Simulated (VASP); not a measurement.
Set up this calculation in VASP 6.6.1, as the native input.

* Task: relaxation of cell and atoms
* Functional: PBE
* Potentials or basis: VASP PAW PBE potentials, release 64 (Na_pv, In_d, Se)
* Cutoff: 600 eV
* k mesh: 4 × 4 × 4
* Occupations: gaussian, width 0.1 eV
* Spin: no spin polarisation
* Dipole correction: no
* Further INCAR settings: ALGO = Normal; EDIFF = 1e-06; IBRION = 2; EDIFFG = -0.04; NSW = 90; ISIF = 3

The structure of NaInSe lies in POSCAR:

```
NaInSe
1.0
    4.4784024600      0.0000000000      0.0000000000
    0.0000000000      4.4784024600      0.0000000000
    0.0000000000      0.0000000000      4.5715372000
Na In Se
1 1 1
Direct
    0.0000000000      0.0000000000      0.5000000000
    0.5000000000      0.5000000000      0.0000000000
    0.5000000000      0.5000000000      0.5000000000
```

The cell was built from a structure type or drawn by symmetry, and may not be a known phase.

These files were run (other wordings do the same):

INCAR

```
PREC = Accurate
ENCUT = 600
EDIFF = 1E-6
ISMEAR = 0
SIGMA = 0.1
LREAL = F
LASPH = T
NELM = 60
ALGO = Normal
ISIF = 3
LWAVE = F
LCHARG = F
GGA = PE
IBRION = 2
NSW = 90
EDIFFG = -0.04
```

KPOINTS

```
regular mesh
0
Gamma
  4 4 4
```

Potentials or basis: VASP PAW PBE potentials, release 64 (Na_pv, In_d, Se).

Command:

```sh
$ cat potpaw_PBE.64/Na_pv/POTCAR potpaw_PBE.64/In_d/POTCAR potpaw_PBE.64/Se/POTCAR > POTCAR
$ mpirun -np 1 vasp_std > vasp.out
```

Results of the run:

The relaxed volume is 32.15 Å³/atom, the relaxed cell is a = 4.156 Å, b = 4.156 Å, c = 5.584 Å, α = 90.00°, β = 90.00°, γ = 90.00° and the space group after relaxing (to 0.1 Å) is P4/mmm (No. 123). The energy gained by relaxing is 723.7 meV/atom, the ionic steps are 9 and the pressure after relaxing is -0.1 GPa. The band gap on the k mesh is zero (bands 13 and 14 overlap by 0.79 eV).

Caveat: a cell axis changed by over 15 % at a fixed basis, so the end point is rough; spin-orbit coupling is left out, which moves the levels of the heavy elements.

Run time: 78 s on 1 thread of Intel(R) Xeon(R) 6975P-C (Granite Rapids), with other jobs on the host, peak memory 0.25 GiB.
